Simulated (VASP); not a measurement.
# Ge (P6_3/mmc) in VASP: a series of runs

Runs on Ge. Level: PBEsol. Tasks: single point.

Everything below comes from runs of VASP 6.6.1. Logs are shortened: lines on timing, memory, paths and dates and some standing lists are left out, and cuts for length are marked.

## (1) The cell of the first run

The structure is hexagonal, space group P6_3/mmc (No. 194). The conventional cell has a = 3.888 Å, b = 3.888 Å, c = 6.418 Å, α = 90.00°, β = 90.00°, γ = 120.00°. Within 3.2 Å of Ge (site symmetry 3m) lie 4 Ge at 2.39 to 2.40 Å.

## (2) Single point, PBEsol

The input, INCAR:

```
SYSTEM = Ge
PREC     = Accurate       ! precision mode
ENCUT    = 520            ! plane-wave cutoff, eV
EDIFF    = 1E-7           ! SCF threshold, eV
ISMEAR   = -1             ! smearing method
SIGMA    = 0.1            ! smearing width, eV
LREAL    = .FALSE.        ! projectors in reciprocal space
LASPH    = .TRUE.         ! aspherical terms in the spheres
NELM     = 60             ! most SCF steps
ALGO     = Normal         ! electronic algorithm
ISIF     = 2              ! what is computed and relaxed
LWAVE    = .FALSE.        ! write WAVECAR
LCHARG   = .FALSE.        ! write CHGCAR
GGA      = PS             ! functional
NBANDS   = 36             ! bands
```

The input, KPOINTS:

```
Automatic mesh
0
G
  7 7 4
  0 0 0
```

The input, POSCAR:

```
Ge
1.0
    3.8880074754      0.0000000000      0.0000000000
   -1.9440037377      3.3671132148      0.0000000000
    0.0000000000      0.0000000000      6.4184813028
Ge
4
Direct
    0.6666666667      0.3333333333      0.0629010000
    0.3333333333      0.6666666667      0.5629010000
    0.6666666667      0.3333333333      0.4370990000
    0.3333333333      0.6666666667      0.9370990000
```

Potentials or basis: VASP PAW PBE potentials, release 64 (Ge_d).

Run with:

```
$ cat potpaw_PBE.64/Ge_d/POTCAR > POTCAR
$ mpirun -np 1 vasp_std > vasp.out
```

OUTCAR:

```text
SYSTEM = Ge
   PREC = Accurate
   ENCUT = 520
   EDIFF = 1E-7
   ISMEAR = -1
   LREAL = .FALSE.
   LASPH = .TRUE.
   NELM = 60
   ISIF = 2
   GGA = PS

 ion  position               nearest neighbor table
   1  0.667  0.333  0.063-   4 2.39   4 2.39   4 2.39   3 2.40
   2  0.333  0.667  0.563-   3 2.39   3 2.39   3 2.39   4 2.40
   3  0.667  0.333  0.437-   2 2.39   2 2.39   2 2.39   1 2.40
   4  0.333  0.667  0.937-   1 2.39   1 2.39   1 2.39   2 2.40

  LATTYP: Found a hexagonal cell.
 ALAT       =     3.8880074754
 C/A-ratio  =     1.6508407824

  Lattice vectors:

 A1 = (   3.8880074754,   0.0000000000,   0.0000000000)
 A2 = (  -1.9440037377,   3.3671132148,   0.0000000000)
 A3 = (   0.0000000000,   0.0000000000,   6.4184813028)

Analysis of symmetry for initial positions (statically):
=====================================================================
 Subroutine PRICEL returns:
 Original cell was already a primitive cell.

 Routine SETGRP: Setting up the symmetry group for a
 hexagonal supercell.

 Subroutine GETGRP returns: Found 24 space group operations
 (whereof 12 operations were pure point group operations)
 out of a pool of 24 trial point group operations.

The static configuration has the point symmetry D_3d.
 The point group associated with its full space group is D_6h.

Analysis of symmetry for dynamics (positions and initial velocities):
=====================================================================
 Subroutine PRICEL returns:
 Original cell was already a primitive cell.

 Routine SETGRP: Setting up the symmetry group for a
 hexagonal supercell.

 Subroutine GETGRP returns: Found 24 space group operations
 (whereof 12 operations were pure point group operations)
 out of a pool of 24 trial point group operations.

The dynamic configuration has the point symmetry D_3d.
 The point group associated with its full space group is D_6h.

 Subroutine INISYM returns: Found 24 space group operations
 (whereof 12 operations are pure point group operations),
 and found     1 'primitive' translations

----------------------------------------------------------------------------------------

                                     Primitive cell

  volume of cell :      84.0267

  direct lattice vectors                    reciprocal lattice vectors
     3.888007475  0.000000000  0.000000000     0.257201152  0.148495155  0.000000000
    -1.944003738  3.367113215  0.000000000     0.000000000  0.296990311  0.000000000
     0.000000000  0.000000000  6.418481303     0.000000000  0.000000000  0.155800096

  length of vectors
     3.888007475  3.888007450  6.418481303     0.296990309  0.296990311  0.155800096

  position of ions in fractional coordinates (direct lattice)
     0.666666667  0.333333333  0.062901000
     0.333333333  0.666666667  0.562901000
     0.666666667  0.333333333  0.437099000
     0.333333333  0.666666667  0.937099000

  ion indices of the primitive-cell ions
   primitive index   ion index
                 1           1
                 2           2
                 3           3
                 4           4

----------------------------------------------------------------------------------------

 KPOINTS: Automatic mesh

Automatic generation of k-mesh.
 Grid dimensions read from file:
 generate k-points for:    7    7    4

 Generating k-lattice:

  Cartesian coordinates                     Fractional coordinates (reciprocal lattice)
     0.036743022  0.021213594  0.000000000     0.142857143  0.000000000  0.000000000
     0.000000000  0.042427187  0.000000000     0.000000000  0.142857143  0.000000000
     0.000000000  0.000000000  0.038950024     0.000000000  0.000000000  0.250000000

  Length of vectors
     0.042427187  0.042427187  0.038950024

  Shift w.r.t. Gamma in fractional coordinates (k-lattice)
     0.000000000  0.000000000  0.000000000

 Subroutine IBZKPT returns following result:
 ===========================================

 Found     24 irreducible k-points:

 Following reciprocal coordinates:
            Coordinates               Weight
  0.000000  0.000000  0.000000      1.000000
  0.142857  0.000000  0.000000      6.000000
  0.285714  0.000000  0.000000      6.000000
  0.428571  0.000000  0.000000      6.000000
  0.142857  0.142857  0.000000      6.000000
  0.285714  0.142857  0.000000     12.000000
[... 16 lines left out ...]
  0.428571  0.142857  0.500000      6.000000
  0.285714  0.285714  0.500000      6.000000
   k-points           NKPTS =     24   k-points in BZ     NKDIM =     24   number of bands    NBANDS=     36
   number of dos      NEDOS =    301   number of ions     NIONS =      4
   total plane-waves  NPLWV =  43200
   dimension x,y,z NGX =    30 NGY =   30 NGZ =   48
   dimension x,y,z NGXF=    60 NGYF=   60 NGZF=   96
   ions per type =               4
   NGX,Y,Z   is equivalent  to a cutoff of  12.83, 12.83, 12.43 a.u.
   NGXF,Y,Z  is equivalent  to a cutoff of  25.66, 25.66, 24.87 a.u.
 SYSTEM =  Ge
   PREC   = accura    normal or accurate (medium, high low for compatibility)
   ISTART =      0    job   : 0-new  1-cont  2-samecut
   ICHARG =      2    charge: 1-file 2-atom 10-const
   ISPIN  =      1    spin polarized calculation?
   LNONCOLLINEAR =      F non collinear calculations
   LSORBIT =      F    spin-orbit coupling
   LASPH  =      T    aspherical Exc in radial PAW
   ENCUT  =  520.0 eV  38.22 Ry    6.18 a.u.   7.23  7.23 11.93*2*pi/ulx,y,z
   NELM   =     60;   NELMIN=  2; NELMDL= -5     # of ELM steps
   EDIFF  = 0.1E-06   stopping-criterion for ELM
   LREAL  =      F    real-space projection
   EDIFFG = 0.1E-05   stopping-criterion for IOM
   NSW    =      0    number of steps for IOM
   IBRION =     -1    ionic relax: 0-MD 1-quasi-New 2-CG
   NFREE  =      0    steps in history (QN), initial steepest desc. (CG)
   ISIF   =      2    stress and relaxation
   ISYM   =      2    0-nonsym 1-usesym 2-fastsym
   POTIM  = 0.5000    time-step for ionic-motion
   TEBEG  =    0.0;   TEEND  =   0.0 temperature during run
   PSTRESS=    0.0 pullay stress
   NELECT =      56.0000    total number of electrons
   NUPDOWN=      -1.0000    fix difference up-down
   EMIN   =  10.00;   EMAX   =-10.00  energy-range for DOS
   EFERMI =   0.00;   METHOD = LEGACY
   ISMEAR =    -1;   SIGMA  =   0.10  broadening in eV -4-tet -1-fermi 0-gaus
   EFERMI_NEDOS =   21; number of points for ismear=-14 and -15
   IALGO  =     38    algorithm
   IMIX   =      4    mixing-type and parameters
     AMIX     =   0.40;   BMIX     =  1.00
     AMIX_MAG =   1.60;   BMIX_MAG =  1.00
  volume/ion in A,a.u.               =      21.01       141.76
  Fermi-wavevector in a.u.,A,eV,Ry     =   1.429986  2.702282 27.822012  2.044860
  Thomas-Fermi vector in A             =   2.549880
   LORBIT       =      0    0 simple, 1 ext, 2 COOP (PROOUT), +10 PAW based schemes
   GGA     = PS    functional components
   LHFCALC =     F    Hartree Fock is set to
   AEXX    =    0.0000 exact exchange contribution
   IVDW    =     0    specifies the selected vdW correction
   LEPSILON=     F    determine dielectric tensor
   LRPA    =     F    only Hartree local field effects (RPA)
 non-spin polarized calculation
  energy-cutoff  :      520.00
  volume of cell :       84.03
 maximum number of plane-waves:      2286
 NGX is ok and might be reduce to    30
   NGX = 15   NGY = 15   NGZ = 23

 number of electron      55.9999938 magnetization

 Free energy of the ion-electron system (eV)
  ---------------------------------------------------
  ext. energy  EPLUGINS =         0.00000000
  ---------------------------------------------------
  free energy    TOTEN  =       -19.53060954 eV

  energy without entropy =      -19.52213723  energy(sigma->0) =      -19.52637338

 E-fermi :   5.7582     XC(G=0): -10.4843

 val. band max:        5.4969539138   @ k =   0.0000   0.0000   0.0000
 cond. band min:       5.7637549448   @ k =   0.0000   0.0000   0.0000
 fundamental gap:      0.2668010310
 Fermi energy:         5.7581536759

 k-point     1 :       0.0000    0.0000    0.0000
  band No.  band energies     occupation
      1     -19.3151      2.00000
      2     -19.3151      2.00000
      3     -19.2683      2.00000
      4     -19.2669      2.00000
      5     -19.2669      2.00000
      6     -19.2532      2.00000
[... 28 lines left out ...]
     35      10.3800      0.00000
     36      11.7538      0.00000

 k-point     2 :       0.1429    0.0000    0.0000
  band No.  band energies     occupation
      1     -19.3286      2.00000
      2     -19.3198      2.00000
      3     -19.2821      2.00000
      4     -19.2749      2.00000
      5     -19.2668      2.00000
      6     -19.2379      2.00000
[... 28 lines left out ...]
     35      11.3142      0.00000
     36      11.5616      0.00000

 k-point     3 :       0.2857    0.0000    0.0000
  band No.  band energies     occupation
      1     -19.3393      2.00000
      2     -19.3250      2.00000
      3     -19.3016      2.00000
      4     -19.2864      2.00000
      5     -19.2589      2.00000
      6     -19.2237      2.00000
[... 28 lines left out ...]
     35      12.6569      0.00000
     36      13.1440      0.00000

 k-point     4 :       0.4286    0.0000    0.0000
  band No.  band energies     occupation
      1     -19.3355      2.00000
      2     -19.3260      2.00000
      3     -19.3187      2.00000
      4     -19.2922      2.00000
      5     -19.2417      2.00000
      6     -19.2184      2.00000
[... 28 lines left out ...]
     35      12.9885      0.00000
     36      14.1485      0.00000

 k-point     5 :       0.1429    0.1429    0.0000
  band No.  band energies     occupation
      1     -19.3361      2.00000
      2     -19.3294      2.00000
      3     -19.2938      2.00000
      4     -19.2890      2.00000
      5     -19.2564      2.00000
      6     -19.2294      2.00000
[... 655 lines left out ...]
 k-point    22 :       0.2857    0.1429    0.5000
  band No.  band energies     occupation
      1     -19.3203      2.00000
      2     -19.3203      2.00000
      3     -19.3056      2.00000
      4     -19.3056      2.00000
      5     -19.2398      2.00000
      6     -19.2398      2.00000
[... 28 lines left out ...]
     35      12.1579      0.00000
     36      12.1579      0.00000

 k-point    23 :       0.4286    0.1429    0.5000
  band No.  band energies     occupation
      1     -19.3230      2.00000
      2     -19.3230      2.00000
      3     -19.3053      2.00000
      4     -19.3053      2.00000
      5     -19.2324      2.00000
      6     -19.2324      2.00000
[... 28 lines left out ...]
     35      14.1803      0.00000
     36      14.1803      0.00000

 k-point    24 :       0.2857    0.2857    0.5000
  band No.  band energies     occupation
      1     -19.3319      2.00000
      2     -19.3319      2.00000
      3     -19.3054      2.00000
      4     -19.3054      2.00000
      5     -19.2284      2.00000
      6     -19.2284      2.00000
[... 28 lines left out ...]
     35      11.9773      0.00000
     36      11.9773      0.00000

------------------------ aborting loop because EDIFF is reached ----------------------------------------

  FORCE on cell =-STRESS in cart. coord.  units (eV):
  Direction    XX          YY          ZZ          XY          YZ          ZX
  --------------------------------------------------------------------------------------
  -------------------------------------------------------------------------------------
  Total        3.5801976      3.5801975      3.3584886      0.0000000      0.0000000      0.0000000
  in kB       68.2653756     68.2653744     64.0379420      0.0000000      0.0000000      0.0000000
  external PRESSURE =      66.8562307 kB  Pullay stress =       0.0000000 kB

 VOLUME and BASIS-vectors are now :
 -----------------------------------------------------------------------------
  energy-cutoff  :      520.00
  volume of cell :       84.03
      direct lattice vectors                 reciprocal lattice vectors
     3.888007475  0.000000000  0.000000000     0.257201152  0.148495155  0.000000000
    -1.944003738  3.367113215  0.000000000     0.000000000  0.296990311  0.000000000
     0.000000000  0.000000000  6.418481303     0.000000000  0.000000000  0.155800096

 POSITION                                       TOTAL-FORCE (eV/Angst)
 -----------------------------------------------------------------------------------
      1.94400      1.12237      0.40373         0.000000     -0.000000      0.039704
     -0.00000      2.24474      3.61297        -0.000000      0.000000      0.039704
      1.94400      1.12237      2.80551         0.000000     -0.000000     -0.039704
     -0.00000      2.24474      6.01475        -0.000000      0.000000     -0.039704
 -----------------------------------------------------------------------------------
    total drift:                               -0.000000      0.000000      0.000000

  FREE ENERGIE OF THE ION-ELECTRON SYSTEM (eV)
  ---------------------------------------------------
  free  energy   TOTEN  =       -19.5306095396 eV

  energy  without entropy=      -19.5221372282  energy(sigma->0) =      -19.52637338
```

It took 28 s on 1 thread of Intel Xeon 6975P-C (Granite Rapids), shared host; peak memory 0.21 GiB.

Results:

| Quantity | Value |
| --- | --- |
| Free energy | -19.5306 eV |
| Pressure | 6.7 GPa |
| Largest force | 0.040 eV/Å |
| Band gap on the k mesh | zero (filled and empty bands touch) |

Forces on the atoms (eV/Å):
```
Ge   0.000  0.000  0.040
Ge   0.000  0.000  0.040
Ge   0.000  0.000 -0.040
Ge   0.000  0.000 -0.040
```

Caveat: the PAW data sets were made with another functional, which shifts forces and pressure a little.

(Part 1 of 2 ends here.)
